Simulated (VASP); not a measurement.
# B in VASP: further runs, part 2 of 2

VASP 6.6.1.

## (3) Relaxation of cell and atoms, r2SCAN

This run uses another cell than the first one: it holds 1 atom, not 2.

Input file POSCAR:

```
B
1.0
    1.9408432508      0.0000000000      0.0000000000
    0.0000000000      1.9408432508      0.0000000000
    0.0000000000      0.0000000000      1.9408432508
B
1
Direct
    0.0000000000      0.0000000000      0.0000000000
```

Input file INCAR.step1:

```
SYSTEM = B
ALGO = Normal
EDIFF = 1E-5
EDIFFG = -0.005
ENCUT = 550
GGA = PE
GGA_COMPAT = .False.
IBRION = 2
ISIF = 3
ISMEAR = 0
LASPH = .True.
LCHARG = .False.
LREAL = .False.
LWAVE = .True.
NELM = 120
NELMIN = 4
NSW = 100
PREC = Accurate
SIGMA = 0.1
```

Input file INCAR.step2:

```
SYSTEM = B
ALGO = Normal
EDIFF = 1E-7
EDIFFG = -0.04
ENCUT = 550
GGA_COMPAT = .False.
IBRION = 2
ISIF = 3
ISMEAR = 0
ISTART = 1
LASPH = .True.
LCHARG = .False.
LMIXTAU = .True.
LREAL = .False.
LWAVE = .False.
METAGGA = R2SCAN
NELM = 120
NELMIN = 4
NSW = 90
PREC = Accurate
SIGMA = 0.1
```

Input file KPOINTS:

```
k-points
0
Gamma
  8 8 8
  0 0 0
```

Potentials or basis: VASP PAW PBE potentials, release 64 (B).

The run is started by

```
$ cat potpaw_PBE.64/B/POTCAR > POTCAR
$ cp INCAR.step1 INCAR
$ mpirun -np 1 vasp_std > vasp.out
$ cp INCAR.step2 INCAR
$ mpirun -np 1 vasp_std > vasp.out
```

OUTCAR:

```text
SYSTEM = B
   EDIFF = 1E-7
   EDIFFG = -0.04
   ENCUT = 550
   IBRION = 2
   ISIF = 3
   ISMEAR = 0
   ISTART = 1
   LASPH = .True.
   LREAL = .False.
   METAGGA = R2SCAN
   NELM = 120
   NELMIN = 4
   NSW = 90
   PREC = Accurate

 ion  position               nearest neighbor table
   1  0.000  0.000  0.000-

  LATTYP: Found a simple cubic cell.
 ALAT       =     1.9408432508

  Lattice vectors:

 A1 = (   1.9408432508,   0.0000000000,   0.0000000000)
 A2 = (   0.0000000000,   1.9408432508,   0.0000000000)
 A3 = (   0.0000000000,   0.0000000000,   1.9408432508)

Analysis of symmetry for initial positions (statically):
=====================================================================
 Subroutine PRICEL returns:
 Original cell was already a primitive cell.

 Routine SETGRP: Setting up the symmetry group for a
 simple cubic supercell.

 Subroutine GETGRP returns: Found 48 space group operations
 (whereof 48 operations were pure point group operations)
 out of a pool of 48 trial point group operations.

The static configuration has the point symmetry O_h .

Analysis of symmetry for dynamics (positions and initial velocities):
=====================================================================
 Subroutine PRICEL returns:
 Original cell was already a primitive cell.

 Routine SETGRP: Setting up the symmetry group for a
 simple cubic supercell.

 Subroutine GETGRP returns: Found 48 space group operations
 (whereof 48 operations were pure point group operations)
 out of a pool of 48 trial point group operations.

The dynamic configuration has the point symmetry O_h .

 Subroutine INISYM returns: Found 48 space group operations
 (whereof 48 operations are pure point group operations),
 and found     1 'primitive' translations

----------------------------------------------------------------------------------------

                                     Primitive cell

  volume of cell :       7.3109

  direct lattice vectors                    reciprocal lattice vectors
     1.940843251  0.000000000  0.000000000     0.515239961  0.000000000  0.000000000
     0.000000000  1.940843251  0.000000000     0.000000000  0.515239961  0.000000000
     0.000000000  0.000000000  1.940843251     0.000000000  0.000000000  0.515239961

  length of vectors
     1.940843251  1.940843251  1.940843251     0.515239961  0.515239961  0.515239961

  position of ions in fractional coordinates (direct lattice)
     0.000000000  0.000000000  0.000000000

  ion indices of the primitive-cell ions
   primitive index   ion index
                 1           1

----------------------------------------------------------------------------------------

 KPOINTS: k-points

Automatic generation of k-mesh.
 Grid dimensions read from file:
 generate k-points for:    8    8    8

 Generating k-lattice:

[... 22 lines left out ...]
  0.500000  0.000000  0.000000      3.000000
  0.125000  0.125000  0.000000     12.000000
[... 16 lines left out ...]
  0.375000  0.375000  0.125000     24.000000
  0.500000  0.375000  0.125000     24.000000
 [... further k-points ...]
   k-points           NKPTS =     35   k-points in BZ     NKDIM =     35   number of bands    NBANDS=      5
   number of dos      NEDOS =    301   number of ions     NIONS =      1
   total plane-waves  NPLWV =   4096
   dimension x,y,z NGX =    16 NGY =   16 NGZ =   16
   dimension x,y,z NGXF=    32 NGYF=   32 NGZF=   32
   ions per type =               1
   NGX,Y,Z   is equivalent  to a cutoff of  13.71, 13.71, 13.71 a.u.
   NGXF,Y,Z  is equivalent  to a cutoff of  27.41, 27.41, 27.41 a.u.
 SYSTEM =  B
   PREC   = accura    normal or accurate (medium, high low for compatibility)
   ISTART =      1    job   : 0-new  1-cont  2-samecut
   ICHARG =      0    charge: 1-file 2-atom 10-const
   ISPIN  =      1    spin polarized calculation?
   LNONCOLLINEAR =      F non collinear calculations
   LSORBIT =      F    spin-orbit coupling
   LASPH  =      T    aspherical Exc in radial PAW
   ENCUT  =  550.0 eV  40.42 Ry    6.36 a.u.   3.71  3.71  3.71*2*pi/ulx,y,z
   NELM   =    120;   NELMIN=  4; NELMDL=  0     # of ELM steps
   EDIFF  = 0.1E-06   stopping-criterion for ELM
   LREAL  =      F    real-space projection
   EDIFFG = -.4E-01   stopping-criterion for IOM
   NSW    =     90    number of steps for IOM
   IBRION =      2    ionic relax: 0-MD 1-quasi-New 2-CG
   NFREE  =      1    steps in history (QN), initial steepest desc. (CG)
   ISIF   =      3    stress and relaxation
   ISYM   =      2    0-nonsym 1-usesym 2-fastsym
   POTIM  = 0.5000    time-step for ionic-motion
   TEBEG  =    0.0;   TEEND  =   0.0 temperature during run
   PSTRESS=    0.0 pullay stress
   NELECT =       3.0000    total number of electrons
   NUPDOWN=      -1.0000    fix difference up-down
   EMIN   =  10.00;   EMAX   =-10.00  energy-range for DOS
   EFERMI =   0.00;   METHOD = LEGACY
   ISMEAR =     0;   SIGMA  =   0.10  broadening in eV -4-tet -1-fermi 0-gaus
   EFERMI_NEDOS =   21; number of points for ismear=-14 and -15
   IALGO  =     38    algorithm
   IMIX   =      4    mixing-type and parameters
     AMIX     =   0.40;   BMIX     =  1.00
     AMIX_MAG =   1.60;   BMIX_MAG =  1.00
  volume/ion in A,a.u.               =       7.31        49.34
  Fermi-wavevector in a.u.,A,eV,Ry     =   1.216536  2.298919 20.136060  1.479959
  Thomas-Fermi vector in A             =   2.351886
   LORBIT       =      0    0 simple, 1 ext, 2 COOP (PROOUT), +10 PAW based schemes
   METAGGA = R2SCAN    functional components
   LHFCALC =     F    Hartree Fock is set to
   AEXX    =    0.0000 exact exchange contribution
   IVDW    =     0    specifies the selected vdW correction
   LEPSILON=     F    determine dielectric tensor
   LRPA    =     F    only Hartree local field effects (RPA)
 conjugate gradient relaxation of ions
 non-spin polarized calculation
 Gauss-broadening in eV      SIGMA  =   0.10
  energy-cutoff  :      550.00
  volume of cell :        7.31
 maximum number of plane-waves:       228
 NGX is ok and might be reduce to    16

--------------------------------------- Ionic step        1  -------------------------------------------

 number of electron       3.0000000 magnetization

 Free energy of the ion-electron system (eV)
  ---------------------------------------------------
  ext. energy  EPLUGINS =         0.00000000
  ---------------------------------------------------
  free energy    TOTEN  =        -6.09771800 eV

  energy without entropy =       -6.09705001  energy(sigma->0) =       -6.09738401

------------------------ aborting loop because EDIFF is reached ----------------------------------------

  FORCE on cell =-STRESS in cart. coord.  units (eV):
  Direction    XX          YY          ZZ          XY          YZ          ZX
  --------------------------------------------------------------------------------------
  -------------------------------------------------------------------------------------
  Total       -0.7495801     -0.7495801     -0.7495801      0.0000000     -0.0000000      0.0000000
  in kB     -164.2696112   -164.2696112   -164.2696112      0.0000000     -0.0000000      0.0000000
  external PRESSURE =    -164.2696112 kB  Pullay stress =       0.0000000 kB
[... 57 lines left out ...]
--------------------------------------- Ionic step        3  -------------------------------------------

 number of electron       3.0000000 magnetization

 Free energy of the ion-electron system (eV)
  ---------------------------------------------------
  ext. energy  EPLUGINS =         0.00000000
  ---------------------------------------------------
  free energy    TOTEN  =        -6.12891024 eV

  energy without entropy =       -6.12822237  energy(sigma->0) =       -6.12856631

 E-fermi :   6.5972     XC(G=0): -13.2614

 val. band max:        6.4535755268   @ k =   0.3750   0.2500   0.1250
 cond. band min:       6.8249652007   @ k =   0.3750   0.3750   0.1250
 fundamental gap:      0.3713896740
 Fermi energy:         6.5971551477

 k-point     1 :       0.0000    0.0000    0.0000
  band No.  band energies     occupation
      1      -9.7927      2.00000
      2      21.5806      0.00000
      3      21.5806      0.00000
      4      21.5806      0.00000
      5      31.9397      0.00000
[... 177 lines left out ...]
 k-point    24 :       0.5000    0.3750    0.1250
  band No.  band energies     occupation
      1       3.8762      2.00000
      2       4.2010      2.00000
      3      13.3557      0.00000
      4      19.3396      0.00000
      5      27.7631      0.00000

 [... further k-points ...]

------------------------ aborting loop because EDIFF is reached ----------------------------------------

  FORCE on cell =-STRESS in cart. coord.  units (eV):
  Direction    XX          YY          ZZ          XY          YZ          ZX
  --------------------------------------------------------------------------------------
  -------------------------------------------------------------------------------------
  Total        0.0010986      0.0010986      0.0010986     -0.0000000     -0.0000000      0.0000000
  in kB        0.2611732      0.2611732      0.2611732     -0.0000000     -0.0000000      0.0000000
  external PRESSURE =       0.2611732 kB  Pullay stress =       0.0000000 kB
[... 16 lines left out ...]
  FREE ENERGIE OF THE ION-ELECTRON SYSTEM (eV)
  ---------------------------------------------------
  free  energy   TOTEN  =        -6.1289102430 eV

  energy  without entropy=       -6.1282223708  energy(sigma->0) =       -6.12856631

 reached required accuracy - stopping structural energy minimisation
```

It took 40 s on 1 thread of AMD EPYC 7R13, shared host; peak memory 0.08 GiB.

Results:

* Free energy: -6.1289 eV
* Relaxed volume: 6.74 Å³/atom
* Relaxed cell: a = 1.889 Å, b = 1.889 Å, c = 1.889 Å, α = 90.00°, β = 90.00°, γ = 90.00°
* Space group after relaxing (to 0.1 Å): Pm-3m (No. 221)
* Energy gained by relaxing: 31.2 meV/atom
* Ionic steps: 3
* Pressure after relaxing: 0.0 GPa
* Band gap on the k mesh: zero (an odd number of electrons rules out a gap without spin polarisation)

Step by step:
```
step  energy change (eV)  largest force (eV/Å)  pressure (GPa)  volume (Å³)
   1              0.0000                0.0000          -16.43         7.31
   2             -0.0269                0.0000            7.26         6.55
   3             -0.0312                0.0000            0.03         6.74
```

Final structure:
```
B
1.0
     1.88889    0.00000    0.00000
     0.00000    1.88889    0.00000
     0.00000    0.00000    1.88889
B
1
Direct
  0.00000 0.00000 0.00000
```

Caveat: the k points lie up to 0.42 Å⁻¹ apart in the final cell, too coarse for converged energies and pressures of a metal; the PAW data sets were made with another functional, which shifts forces and pressure a little.
